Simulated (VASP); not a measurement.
# Nb (Fm-3m) in VASP: notebook, part 3 of 3

VASP 6.6.1. The steps go on from the part before.

### 6 Single point, LDA

INCAR reads:

```
ALGO = Normal
EDIFF = 1E-6
ENCUT = 520
ISIF = 2
ISMEAR = -1
LASPH = T
LCHARG = F
LREAL = F
LWAVE = F
NBANDS = 12
NELM = 100
PREC = Accurate
SIGMA = 0.02
```

KPOINTS reads:

```
k-points
0
Gamma
  11 11 11
```

POSCAR reads:

```
Nb
1.0
    2.9910616800      0.0000000000      0.0000000000
    1.4955308400      2.5903353992      0.0000000000
    1.4955308400      0.8634451331      2.4421916351
Nb
1
Direct
    0.0000000000      0.0000000000      0.0000000000
```

Potentials or basis: VASP PAW LDA potentials, release 64 (Nb_sv).

On the command line:

```bash
$ cat potpaw_LDA.64/Nb_sv/POTCAR > POTCAR
$ mpirun -np 1 vasp_std > vasp.out
```

OUTCAR:

```text
EDIFF = 1E-6
   ENCUT = 520
   ISIF = 2
   ISMEAR = -1
   LASPH = T
   LREAL = F
   NELM = 100
   PREC = Accurate

 ion  position               nearest neighbor table
   1  0.000  0.000  0.000-

  LATTYP: Found a face centered cubic cell.
 ALAT       =     4.2299999938

  Lattice vectors:

 A1 = (   2.9910616800,   0.0000000000,   0.0000000000)
 A2 = (   1.4955308400,   2.5903353992,   0.0000000000)
 A3 = (   1.4955308400,   0.8634451331,   2.4421916351)

Analysis of symmetry for initial positions (statically):
=====================================================================
 Subroutine PRICEL returns:
 Original cell was already a primitive cell.

 Routine SETGRP: Setting up the symmetry group for a
 face centered cubic supercell.

 Subroutine GETGRP returns: Found 48 space group operations
 (whereof 48 operations were pure point group operations)
 out of a pool of 48 trial point group operations.

The static configuration has the point symmetry O_h .

Analysis of symmetry for dynamics (positions and initial velocities):
=====================================================================
 Subroutine PRICEL returns:
 Original cell was already a primitive cell.

 Routine SETGRP: Setting up the symmetry group for a
 face centered cubic supercell.

 Subroutine GETGRP returns: Found 48 space group operations
 (whereof 48 operations were pure point group operations)
 out of a pool of 48 trial point group operations.

The dynamic configuration has the point symmetry O_h .

 Subroutine INISYM returns: Found 48 space group operations
 (whereof 48 operations are pure point group operations),
 and found     1 'primitive' translations

----------------------------------------------------------------------------------------

                                     Primitive cell

  volume of cell :      18.9217

  direct lattice vectors                    reciprocal lattice vectors
     2.991061680  0.000000000  0.000000000     0.334329448 -0.193025197 -0.136489426
     1.495530840  2.590335399  0.000000000     0.000000000  0.386050393 -0.136489426
     1.495530840  0.863445133  2.442191635     0.000000000  0.000000000  0.409468277

  length of vectors
     2.991061680  2.991061680  2.991061680     0.409468277  0.409468277  0.409468277

  position of ions in fractional coordinates (direct lattice)
     0.000000000  0.000000000  0.000000000

  ion indices of the primitive-cell ions
   primitive index   ion index
                 1           1

----------------------------------------------------------------------------------------

 KPOINTS: k-points

Automatic generation of k-mesh.
 Grid dimensions read from file:
 generate k-points for:   11   11   11

 Generating k-lattice:

  Cartesian coordinates                     Fractional coordinates (reciprocal lattice)
     0.030393586 -0.017547745 -0.012408130     0.090909091  0.000000000  0.000000000
     0.000000000  0.035095490 -0.012408130     0.000000000  0.090909091  0.000000000
     0.000000000  0.000000000  0.037224389     0.000000000  0.000000000  0.090909091

  Length of vectors
     0.037224389  0.037224389  0.037224389

  Shift w.r.t. Gamma in fractional coordinates (k-lattice)
     0.000000000  0.000000000  0.000000000

 Subroutine IBZKPT returns following result:
 ===========================================

 Found     56 irreducible k-points:

 Following reciprocal coordinates:
            Coordinates               Weight
  0.000000  0.000000  0.000000      1.000000
  0.090909 -0.000000  0.000000      8.000000
  0.181818 -0.000000 -0.000000      8.000000
  0.272727 -0.000000  0.000000      8.000000
  0.363636  0.000000 -0.000000      8.000000
  0.454545 -0.000000  0.000000      8.000000
[... 16 lines left out ...]
 -0.272727  0.181818 -0.000000     24.000000
 -0.181818  0.181818 -0.000000     12.000000
 [... further k-points ...]
   k-points           NKPTS =     56   k-points in BZ     NKDIM =     56   number of bands    NBANDS=     12
   number of dos      NEDOS =    301   number of ions     NIONS =      1
   total plane-waves  NPLWV =  13824
   dimension x,y,z NGX =    24 NGY =   24 NGZ =   24
   dimension x,y,z NGXF=    48 NGYF=   48 NGZF=   48
   ions per type =               1
   NGX,Y,Z   is equivalent  to a cutoff of  13.34, 13.34, 13.34 a.u.
   NGXF,Y,Z  is equivalent  to a cutoff of  26.68, 26.68, 26.68 a.u.
 SYSTEM =  unknown system
   PREC   = accura    normal or accurate (medium, high low for compatibility)
   ISTART =      0    job   : 0-new  1-cont  2-samecut
   ICHARG =      2    charge: 1-file 2-atom 10-const
   ISPIN  =      1    spin polarized calculation?
   LNONCOLLINEAR =      F non collinear calculations
   LSORBIT =      F    spin-orbit coupling
   LASPH  =      T    aspherical Exc in radial PAW
   ENCUT  =  520.0 eV  38.22 Ry    6.18 a.u.   5.56  5.56  5.56*2*pi/ulx,y,z
   NELM   =    100;   NELMIN=  2; NELMDL= -5     # of ELM steps
   EDIFF  = 0.1E-05   stopping-criterion for ELM
   LREAL  =      F    real-space projection
   EDIFFG = 0.1E-04   stopping-criterion for IOM
   NSW    =      0    number of steps for IOM
   IBRION =     -1    ionic relax: 0-MD 1-quasi-New 2-CG
   NFREE  =      0    steps in history (QN), initial steepest desc. (CG)
   ISIF   =      2    stress and relaxation
   ISYM   =      2    0-nonsym 1-usesym 2-fastsym
   POTIM  = 0.5000    time-step for ionic-motion
   TEBEG  =    0.0;   TEEND  =   0.0 temperature during run
   PSTRESS=    0.0 pullay stress
   NELECT =      13.0000    total number of electrons
   NUPDOWN=      -1.0000    fix difference up-down
   EMIN   =  10.00;   EMAX   =-10.00  energy-range for DOS
   EFERMI =   0.00;   METHOD = LEGACY
   ISMEAR =    -1;   SIGMA  =   0.02  broadening in eV -4-tet -1-fermi 0-gaus
   EFERMI_NEDOS =   21; number of points for ismear=-14 and -15
   IALGO  =     38    algorithm
   IMIX   =      4    mixing-type and parameters
     AMIX     =   0.40;   BMIX     =  1.00
     AMIX_MAG =   1.60;   BMIX_MAG =  1.00
  volume/ion in A,a.u.               =      18.92       127.69
  Fermi-wavevector in a.u.,A,eV,Ry     =   1.444560  2.729823 28.392005  2.086754
  Thomas-Fermi vector in A             =   2.562841
   LORBIT       =      0    0 simple, 1 ext, 2 COOP (PROOUT), +10 PAW based schemes
   GGA     = CA    functional components
   LHFCALC =     F    Hartree Fock is set to
   AEXX    =    0.0000 exact exchange contribution
   IVDW    =     0    specifies the selected vdW correction
   LEPSILON=     F    determine dielectric tensor
   LRPA    =     F    only Hartree local field effects (RPA)
 non-spin polarized calculation
  energy-cutoff  :      520.00
  volume of cell :       18.92
 maximum number of plane-waves:       532
   NGX = 11   NGY = 11   NGZ = 11

 number of electron      13.0000001 magnetization

 Free energy of the ion-electron system (eV)
  ---------------------------------------------------
  ext. energy  EPLUGINS =         0.00000000
  ---------------------------------------------------
  free energy    TOTEN  =       -10.85219623 eV

  energy without entropy =      -10.85033424  energy(sigma->0) =      -10.85126523

 E-fermi :  10.6524     XC(G=0): -12.4646

 val. band max:       10.6390813739   @ k =   0.3636   0.2727   0.0909
 cond. band min:      10.6790515255   @ k =  -0.1818   0.1818  -0.0000
 fundamental gap:      0.0399701516
 Fermi energy:        10.6523856115

 k-point     1 :       0.0000    0.0000    0.0000
  band No.  band energies     occupation
      1     -43.8212      2.00000
      2     -19.3794      2.00000
      3     -19.3794      2.00000
      4     -19.3794      2.00000
      5       4.4772      2.00000
      6      10.7513      0.01416
      7      10.7513      0.01416
      8      10.7513      0.01416
      9      13.2965      0.00000
     10      13.2965      0.00000
     11      22.5229      0.00000
     12      27.1940      0.00000
[... 331 lines left out ...]
 k-point    24 :      -0.1818    0.1818   -0.0000
  band No.  band energies     occupation
      1     -43.6946      2.00000
      2     -20.0384      2.00000
      3     -19.6543      2.00000
      4     -19.4557      2.00000
      5       7.0612      2.00000
      6       9.4693      2.00000
      7      10.6791      0.41723
      8      11.9887      0.00000
      9      12.0482      0.00000
     10      14.9510      0.00000
     11      23.9819      0.00000
     12      26.5664      0.00000

 [... further k-points ...]

------------------------ aborting loop because EDIFF is reached ----------------------------------------

  FORCE on cell =-STRESS in cart. coord.  units (eV):
  Direction    XX          YY          ZZ          XY          YZ          ZX
  --------------------------------------------------------------------------------------
  -------------------------------------------------------------------------------------
  Total       -1.3162351     -1.3162351     -1.3162351      0.0000000     -0.0000000      0.0000000
  in kB     -111.4507397   -111.4507398   -111.4507398      0.0000000     -0.0000000      0.0000000
  external PRESSURE =    -111.4507398 kB  Pullay stress =       0.0000000 kB

 VOLUME and BASIS-vectors are now :
 -----------------------------------------------------------------------------
  energy-cutoff  :      520.00
  volume of cell :       18.92
      direct lattice vectors                 reciprocal lattice vectors
     2.991061680  0.000000000  0.000000000     0.334329448 -0.193025197 -0.136489426
     1.495530840  2.590335399  0.000000000     0.000000000  0.386050393 -0.136489426
     1.495530840  0.863445133  2.442191635     0.000000000  0.000000000  0.409468277

 POSITION                                       TOTAL-FORCE (eV/Angst)
 -----------------------------------------------------------------------------------
      0.00000      0.00000      0.00000         0.000000      0.000000      0.000000
 -----------------------------------------------------------------------------------
    total drift:                               -0.000000     -0.000000     -0.000000

  FREE ENERGIE OF THE ION-ELECTRON SYSTEM (eV)
  ---------------------------------------------------
  free  energy   TOTEN  =       -10.8521962259 eV

  energy  without entropy=      -10.8503342419  energy(sigma->0) =      -10.85126523
```

OSZICAR:

```text
N       E                     dE             d eps       ncg     rms          rms(c)
DAV:   1     0.122566788595E+03    0.12257E+03   -0.71595E+03  1344   0.108E+03
DAV:   2    -0.563316783407E+01   -0.12820E+03   -0.12333E+03  1472   0.405E+02
DAV:   3    -0.110347354809E+02   -0.54016E+01   -0.51506E+01  2016   0.741E+01
DAV:   4    -0.113593551024E+02   -0.32462E+00   -0.32206E+00  1872   0.158E+01
DAV:   5    -0.113756811534E+02   -0.16326E-01   -0.16321E-01  2108   0.307E+00    0.652E+00
DAV:   6    -0.109087570827E+02    0.46692E+00   -0.71989E-01  2160   0.106E+01    0.223E+00
DAV:   7    -0.108504978200E+02    0.58259E-01   -0.18625E-01  2220   0.519E+00    0.898E-01
DAV:   8    -0.108521581591E+02   -0.16603E-02   -0.11936E-02  1608   0.138E+00    0.271E-02
DAV:   9    -0.108521874479E+02   -0.29289E-04   -0.59846E-04  2144   0.252E-01    0.257E-02
DAV:  10    -0.108521944698E+02   -0.70219E-05   -0.15221E-05  1704   0.336E-02    0.181E-02
DAV:  11    -0.108521962469E+02   -0.17771E-05   -0.97440E-06  1792   0.525E-02    0.224E-03
DAV:  12    -0.108521962259E+02    0.20995E-07   -0.60844E-07  1060   0.836E-03
   1 F= -.10852196E+02 E0= -.10851265E+02  d E =-.186198E-02
```

Run time: 8.1 s. Hardware: 1 thread of AMD EPYC 9R45 (Zen 5), shared host; peak memory 0.1 GiB.

Results:

| Property | Result |
| --- | --- |
| Free energy | -10.8522 eV |
| Pressure | -11.1 GPa |

### 7 The runs side by side

```tsv
task	level	potentials or basis	cell	cutoff (eV)	smearing	gap on the mesh (eV)	pressure (GPa)
single point	PBE	VASP PAW PBE potentials, release 64 (Nb_sv)	a = 2.991 Å, angles 60.0°, 1 atom	520	gaussian 0.027 eV	none	-2.3
relaxation of cell and atoms	BLYP+D4	VASP PAW PBE potentials, release 64 (Nb_sv)	relaxed from a = 2.991 Å, angles 60.0°, 1 atom	600	fermi-dirac 0.05 eV	none	0.0
single point	LDA	VASP PAW LDA potentials, release 64 (Nb_sv)	a = 2.991 Å, angles 60.0°, 1 atom	520	fermi-dirac 0.02 eV	none	-11.1
single point	PBEsol+D4	VASP PAW PBE potentials, release 64 (Nb_sv)	a = 2.991 Å, angles 60.0°, 1 atom	520	fermi-dirac 0.05 eV	none	-9.2
```

Alike in all rows: no spin polarisation; k mesh 11 × 11 × 11.

Caveats: the PAW data sets were made with another functional, which shifts forces and pressure a little (some runs); pairwise dispersion overbinds metals, which lowers pressure and volume (some runs).

Absolute energies hang on the potentials; compare differences alone.
